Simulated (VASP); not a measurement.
# AlAu (Pm-3m) in VASP: a series of runs

Runs on AlAu. Level: PBEsol. Tasks: relaxation of cell and atoms.

All numbers are computed with VASP 6.6.1; they aren't measurements. Logs are shortened: lines on timing, memory, paths and dates and some standing lists are left out, and cuts for length are marked.

### 1 The cell of the first run

Symmetry: Pm-3m, No. 221, cubic system. The conventional cell has a = 3.224 Å, b = 3.224 Å, c = 3.224 Å, α = 90.00°, β = 90.00°, γ = 90.00°. Al (site symmetry m-3m) has 8 Au at 2.79 Å and 6 Al at 3.22 Å within 3.7 Å. Au (site symmetry m-3m) has 8 Al at 2.79 Å and 6 Au at 3.22 Å within 3.7 Å.

### 2 Relaxation of cell and atoms, PBEsol, target pressure 5 GPa, at which the enthalpy is minimised

INCAR

```
SYSTEM = AlAu
ALGO = Normal
EDIFF = 1E-6
EDIFFG = -0.02
ENCUT = 600
GGA = PS
IBRION = 2
ISIF = 3
ISMEAR = 0
LASPH = .True.
LCHARG = .False.
LREAL = .False.
LWAVE = .False.
NELM = 100
NSW = 80
PREC = Accurate
PSTRESS = 50.0
SIGMA = 0.1
```

KPOINTS

```
k-points
0
Gamma
  8 8 8
  0 0 0
```

POSCAR

```
AlAu
1.0
    3.2239420000      0.0000000000      0.0000000000
    0.0000000000      3.2239420000      0.0000000000
    0.0000000000      0.0000000000      3.2239420000
Al Au
1 1
Direct
    0.0000000000      0.0000000000      0.0000000000
    0.5000000000      0.5000000000      0.5000000000
```

Potentials or basis: VASP PAW PBE potentials, release 64 (Al, Au).

Run with:

```sh
$ cat potpaw_PBE.64/Al/POTCAR potpaw_PBE.64/Au/POTCAR > POTCAR
$ mpirun -np 1 vasp_std > vasp.out
```

OUTCAR:

```text
SYSTEM = AlAu
   EDIFF = 1E-6
   EDIFFG = -0.02
   ENCUT = 600
   GGA = PS
   IBRION = 2
   ISIF = 3
   ISMEAR = 0
   LASPH = .True.
   LREAL = .False.
   NELM = 100
   NSW = 80
   PREC = Accurate
   PSTRESS = 50.0

 ion  position               nearest neighbor table
   1  0.000  0.000  0.000-   2 2.79   2 2.79   2 2.79   2 2.79   2 2.79   2 2.79   2 2.79   2 2.79

   2  0.500  0.500  0.500-   1 2.79   1 2.79   1 2.79   1 2.79   1 2.79   1 2.79   1 2.79   1 2.79

  LATTYP: Found a simple cubic cell.
 ALAT       =     3.2239420000

  Lattice vectors:

 A1 = (   3.2239420000,   0.0000000000,   0.0000000000)
 A2 = (   0.0000000000,   3.2239420000,   0.0000000000)
 A3 = (   0.0000000000,   0.0000000000,   3.2239420000)

Analysis of symmetry for initial positions (statically):
=====================================================================
 Subroutine PRICEL returns:
 Original cell was already a primitive cell.

 Routine SETGRP: Setting up the symmetry group for a
 simple cubic supercell.

 Subroutine GETGRP returns: Found 48 space group operations
 (whereof 48 operations were pure point group operations)
 out of a pool of 48 trial point group operations.

The static configuration has the point symmetry O_h .

Analysis of symmetry for dynamics (positions and initial velocities):
=====================================================================
 Subroutine PRICEL returns:
 Original cell was already a primitive cell.

 Routine SETGRP: Setting up the symmetry group for a
 simple cubic supercell.

 Subroutine GETGRP returns: Found 48 space group operations
 (whereof 48 operations were pure point group operations)
 out of a pool of 48 trial point group operations.

The dynamic configuration has the point symmetry O_h .

 Subroutine INISYM returns: Found 48 space group operations
 (whereof 48 operations are pure point group operations),
 and found     1 'primitive' translations

----------------------------------------------------------------------------------------

                                     Primitive cell

  volume of cell :      33.5090

  direct lattice vectors                    reciprocal lattice vectors
     3.223942000  0.000000000  0.000000000     0.310179277  0.000000000  0.000000000
     0.000000000  3.223942000  0.000000000     0.000000000  0.310179277  0.000000000
     0.000000000  0.000000000  3.223942000     0.000000000  0.000000000  0.310179277

  length of vectors
     3.223942000  3.223942000  3.223942000     0.310179277  0.310179277  0.310179277

  position of ions in fractional coordinates (direct lattice)
     0.000000000  0.000000000  0.000000000
     0.500000000  0.500000000  0.500000000

  ion indices of the primitive-cell ions
   primitive index   ion index
                 1           1
                 2           2

----------------------------------------------------------------------------------------

 KPOINTS: k-points

Automatic generation of k-mesh.
 Grid dimensions read from file:
 generate k-points for:    8    8    8

 Generating k-lattice:

  Cartesian coordinates                     Fractional coordinates (reciprocal lattice)
     0.038772410  0.000000000  0.000000000     0.125000000  0.000000000  0.000000000
     0.000000000  0.038772410  0.000000000     0.000000000  0.125000000  0.000000000
     0.000000000  0.000000000  0.038772410     0.000000000  0.000000000  0.125000000

  Length of vectors
     0.038772410  0.038772410  0.038772410

  Shift w.r.t. Gamma in fractional coordinates (k-lattice)
     0.000000000  0.000000000  0.000000000

 Subroutine IBZKPT returns following result:
 ===========================================

 Found     35 irreducible k-points:

 Following reciprocal coordinates:
            Coordinates               Weight
  0.000000  0.000000  0.000000      1.000000
  0.125000  0.000000  0.000000      6.000000
  0.250000  0.000000  0.000000      6.000000
  0.375000  0.000000  0.000000      6.000000
  0.500000  0.000000  0.000000      3.000000
  0.125000  0.125000  0.000000     12.000000
[... 16 lines left out ...]
  0.375000  0.375000  0.125000     24.000000
  0.500000  0.375000  0.125000     24.000000
 [... further k-points ...]
   k-points           NKPTS =     35   k-points in BZ     NKDIM =     35   number of bands    NBANDS=     11
   number of dos      NEDOS =    301   number of ions     NIONS =      2
   total plane-waves  NPLWV =  21952
   dimension x,y,z NGX =    28 NGY =   28 NGZ =   28
   dimension x,y,z NGXF=    56 NGYF=   56 NGZF=   56
   ions per type =               1   1
   NGX,Y,Z   is equivalent  to a cutoff of  14.44, 14.44, 14.44 a.u.
   NGXF,Y,Z  is equivalent  to a cutoff of  28.88, 28.88, 28.88 a.u.
 SYSTEM =  AlAu
   PREC   = accura    normal or accurate (medium, high low for compatibility)
   ISTART =      0    job   : 0-new  1-cont  2-samecut
   ICHARG =      2    charge: 1-file 2-atom 10-const
   ISPIN  =      1    spin polarized calculation?
   LNONCOLLINEAR =      F non collinear calculations
   LSORBIT =      F    spin-orbit coupling
   LASPH  =      T    aspherical Exc in radial PAW
   ENCUT  =  600.0 eV  44.10 Ry    6.64 a.u.   6.44  6.44  6.44*2*pi/ulx,y,z
   NELM   =    100;   NELMIN=  2; NELMDL= -5     # of ELM steps
   EDIFF  = 0.1E-05   stopping-criterion for ELM
   LREAL  =      F    real-space projection
   EDIFFG = -.2E-01   stopping-criterion for IOM
   NSW    =     80    number of steps for IOM
   IBRION =      2    ionic relax: 0-MD 1-quasi-New 2-CG
   NFREE  =      1    steps in history (QN), initial steepest desc. (CG)
   ISIF   =      3    stress and relaxation
   ISYM   =      2    0-nonsym 1-usesym 2-fastsym
   POTIM  = 0.5000    time-step for ionic-motion
   TEBEG  =    0.0;   TEEND  =   0.0 temperature during run
   PSTRESS=   50.0 pullay stress
   NELECT =      14.0000    total number of electrons
   NUPDOWN=      -1.0000    fix difference up-down
   EMIN   =  10.00;   EMAX   =-10.00  energy-range for DOS
   EFERMI =   0.00;   METHOD = LEGACY
   ISMEAR =     0;   SIGMA  =   0.10  broadening in eV -4-tet -1-fermi 0-gaus
   EFERMI_NEDOS =   21; number of points for ismear=-14 and -15
   IALGO  =     38    algorithm
   IMIX   =      4    mixing-type and parameters
     AMIX     =   0.40;   BMIX     =  1.00
     AMIX_MAG =   1.60;   BMIX_MAG =  1.00
  volume/ion in A,a.u.               =      16.75       113.06
  Fermi-wavevector in a.u.,A,eV,Ry     =   1.223856  2.312752 20.379123  1.497823
  Thomas-Fermi vector in A             =   2.358952
   LORBIT       =      0    0 simple, 1 ext, 2 COOP (PROOUT), +10 PAW based schemes
   GGA     = PS    functional components
   LHFCALC =     F    Hartree Fock is set to
   AEXX    =    0.0000 exact exchange contribution
   IVDW    =     0    specifies the selected vdW correction
   LEPSILON=     F    determine dielectric tensor
   LRPA    =     F    only Hartree local field effects (RPA)
 conjugate gradient relaxation of ions
 non-spin polarized calculation
 Gauss-broadening in eV      SIGMA  =   0.10
  energy-cutoff  :      600.00
  volume of cell :       33.51
 maximum number of plane-waves:      1141
 NGX is ok and might be reduce to    28
   NGX = 13   NGY = 13   NGZ = 13

--------------------------------------- Ionic step        1  -------------------------------------------

 number of electron      14.0000000 magnetization

 Free energy of the ion-electron system (eV)
  ---------------------------------------------------
  ext. energy  EPLUGINS =         0.00000000
  ---------------------------------------------------
  free energy    TOTEN  =        -8.55639276 eV

  energy without entropy =       -8.55215084  energy(sigma->0) =       -8.55427180

 E-fermi :   9.4619     XC(G=0): -11.6019

 val. band max:        9.4217764331   @ k =   0.5000   0.5000   0.3750
 cond. band min:       9.4748595246   @ k =   0.5000   0.3750   0.0000
 fundamental gap:      0.0530830915
 Fermi energy:         9.4618603336

 k-point     1 :       0.0000    0.0000    0.0000
  band No.  band energies     occupation
      1      -1.8774      2.00000
      2       2.8681      2.00000
      3       2.8681      2.00000
      4       4.7507      2.00000
      5       4.7507      2.00000
      6       4.7507      2.00000
      7      12.2768      0.00000
      8      12.2768      0.00000
      9      12.2768      0.00000
     10      16.0802      0.00000
     11      16.8460      0.00000

 k-point     2 :       0.1250    0.0000    0.0000
  band No.  band energies     occupation
      1      -1.6235      2.00000
      2       2.9166      2.00000
      3       2.9608      2.00000
      4       4.6003      2.00000
      5       4.6003      2.00000
      6       4.7670      2.00000
      7      10.6293      0.00000
      8      12.6661      0.00000
      9      12.6661      0.00000
     10      16.5029      0.00000
     11      16.5927      0.00000
[... 375 lines left out ...]
  FREE ENERGIE OF THE ION-ELECTRON SYSTEM (eV)
  ---------------------------------------------------
  free  energy   TOTEN  =        -8.3933863477 eV

  energy  without entropy=       -8.3883748033  energy(sigma->0) =       -8.39088058

  enthalpy is  TOTEN    =        -7.5024926014 eV   P V=        0.8908937463

--------------------------------------- Ionic step        3  -------------------------------------------

 number of electron      13.9999999 magnetization

 Free energy of the ion-electron system (eV)
  ---------------------------------------------------
  ext. energy  EPLUGINS =         0.00000000
  ---------------------------------------------------
  free energy    TOTEN  =        -8.56694639 eV

  energy without entropy =       -8.56058626  energy(sigma->0) =       -8.56376632

 E-fermi :  10.6860     XC(G=0): -11.9986

 val. band max:       10.6320841545   @ k =   0.3750   0.3750   0.1250
 cond. band min:      10.6925620590   @ k =   0.5000   0.3750   0.0000
 fundamental gap:      0.0604779046
 Fermi energy:        10.6860278363

 k-point     1 :       0.0000    0.0000    0.0000
  band No.  band energies     occupation
      1      -1.4638      2.00000
      2       3.4656      2.00000
      3       3.4656      2.00000
      4       5.6543      2.00000
      5       5.6543      2.00000
      6       5.6543      2.00000
      7      13.5182      0.00000
      8      13.5182      0.00000
      9      13.5182      0.00000
     10      18.2318      0.00000
     11      18.2318      0.00000

 k-point     2 :       0.1250    0.0000    0.0000
  band No.  band energies     occupation
      1      -1.1932      2.00000
      2       3.5216      2.00000
      3       3.5717      2.00000
      4       5.4796      2.00000
      5       5.4796      2.00000
      6       5.6734      2.00000
      7      11.8665      0.00000
      8      13.9414      0.00000
      9      13.9414      0.00000
     10      17.9064      0.00000
     11      18.3426      0.00000
[... 330 lines left out ...]
 POSITION                                       TOTAL-FORCE (eV/Angst)
 -----------------------------------------------------------------------------------
      0.00000      0.00000      0.00000         0.000000      0.000000      0.000000
      1.56925      1.56925      1.56925        -0.000000     -0.000000      0.000000
 -----------------------------------------------------------------------------------
    total drift:                                0.000000      0.000000      0.000000

  FREE ENERGIE OF THE ION-ELECTRON SYSTEM (eV)
  ---------------------------------------------------
  free  energy   TOTEN  =        -8.5669463912 eV

  energy  without entropy=       -8.5605862558  energy(sigma->0) =       -8.56376632

  enthalpy is  TOTEN    =        -7.6021686393 eV   P V=        0.9647777519

 reached required accuracy - stopping structural energy minimisation
```

It took 74 s on 1 thread of AMD EPYC 7R13, shared host; peak memory 0.18 GiB.

What came out:

| Quantity | Value |
| --- | --- |
| Free energy | -8.5669 eV |
| Relaxed volume | 15.46 Å³/atom |
| Relaxed cell | a = 3.139 Å, b = 3.139 Å, c = 3.139 Å, α = 90.00°, β = 90.00°, γ = 90.00° |
| Space group after relaxing (to 0.05 Å) | Pm-3m (No. 221) |
| Energy change on relaxing (the enthalpy is what falls) | -5.3 meV/atom |
| Ionic steps | 3 |
| Pressure after relaxing | 4.8 GPa |
| Band gap on the k mesh | zero (band 7 reaches 13.52 eV, above the bottom of band 8 at 9.40 eV) |

The path:
```tsv
step	energy change (eV)	largest force (eV/Å)	pressure (GPa)	volume (Å³)
1	0.0000	0.0000	-5.31	33.51
2	0.1630	0.0000	19.89	28.55
3	-0.0106	0.0000	4.85	30.91
```

Final structure:
```yaml
crystal:
  lattice:
    - [3.13850, 0.00000, 0.00000]
    - [0.00000, 3.13850, 0.00000]
    - [0.00000, 0.00000, 3.13850]
  atoms:
    - { symbol: Al, position: [0.00000, 0.00000, 0.00000] }
    - { symbol: Au, position: [0.50000, 0.50000, 0.50000] }
```

Caveat: the cell is relaxed towards a set pressure, so the enthalpy falls and the energy may rise; the PAW data sets were made with another functional, which shifts forces and pressure a little; spin-orbit coupling is left out, which moves the levels of the heavy elements.

### 3 Relaxation of cell and atoms, PBEsol, target pressure 10 GPa, at which the enthalpy is minimised

INCAR

```
  PREC = Accurate
  ENCUT = 600
  EDIFF = 1E-6
  ISMEAR = 0
  SIGMA = 0.1
  LREAL = False
  LASPH = True
  NELM = 100
  ALGO = Normal
  ISIF = 3
  LWAVE = False
  LCHARG = False
  GGA = PS
  IBRION = 2
  NSW = 80
  EDIFFG = -0.02
  PSTRESS = 100.0
```

KPOINTS

```
regular mesh
0
Gamma
  8 8 8
```

POSCAR is that of step 2.

Potentials or basis: VASP PAW PBE potentials, release 64 (Al, Au).

Run with:

```sh
$ cat potpaw_PBE.64/Al/POTCAR potpaw_PBE.64/Au/POTCAR > POTCAR
$ mpirun -np 1 vasp_std > vasp.out
```

Run time: 85 s. Hardware: 1 thread of AMD EPYC 7R13, shared host; peak memory 0.18 GiB.

The run converged. Its results:

```yaml
Free_energy: -8.5250 eV
Relaxed_volume: 14.99 Å³/atom
Relaxed_cell: a = 3.107 Å, b = 3.107 Å, c = 3.107 Å, α = 90.00°, β = 90.00°, γ = 90.00°
Space_group_after_relaxing_to_0.05_Å: Pm-3m (No. 221)
Energy_change_on_relaxing_the_enthalpy_is_what_falls: +15.7 meV/atom
Ionic_steps: 4
Pressure_after_relaxing: 9.9 GPa
Band_gap_on_the_k_mesh: zero (band 7 reaches 14.01 eV, above the bottom of band 8 at 9.90 eV)
```

Step by step:
| step | energy change (eV) | largest force (eV/Å) | pressure (GPa) | volume (Å³) |
| --- | --- | --- | --- | --- |
| 1 | 0.0000 | 0.0000 | -5.31 | 33.51 |
| 2 | 0.5823 | 0.0000 | 42.25 | 26.33 |
| 3 | 0.0266 | 0.0000 | 9.40 | 30.07 |
| 4 | 0.0314 | 0.0000 | 9.87 | 29.99 |

Final structure:
```
Al Au
1.0
     3.10683    0.00000    0.00000
     0.00000    3.10683    0.00000
     0.00000    0.00000    3.10683
Al Au
1 1
Direct
  0.00000 0.00000 0.00000
  0.50000 0.50000 0.50000
```

Levels at points of the mesh, in eV from the Fermi level:
```
           k point  band 4  band 5  band 6  band 7  band 8  band 9  band 10  band 11
(0.00, 0.00, 0.00)   -5.17   -5.17   -5.17    2.82    2.82    2.82     7.59     7.59
(0.50, 0.00, 0.00)   -6.24   -6.24   -5.03   -3.50    5.42    7.37     7.37     8.71
(0.50, 0.50, 0.00)   -6.00   -4.16   -4.08   -4.08   -1.29    1.24     7.62    11.08
(0.50, 0.50, 0.50)   -4.11   -4.11   -0.16    0.55    0.55    0.55     2.59     4.00
```

Caveat: the cell is relaxed towards a set pressure, so the enthalpy falls and the energy may rise; the PAW data sets were made with another functional, which shifts forces and pressure a little; spin-orbit coupling is left out, which moves the levels of the heavy elements.
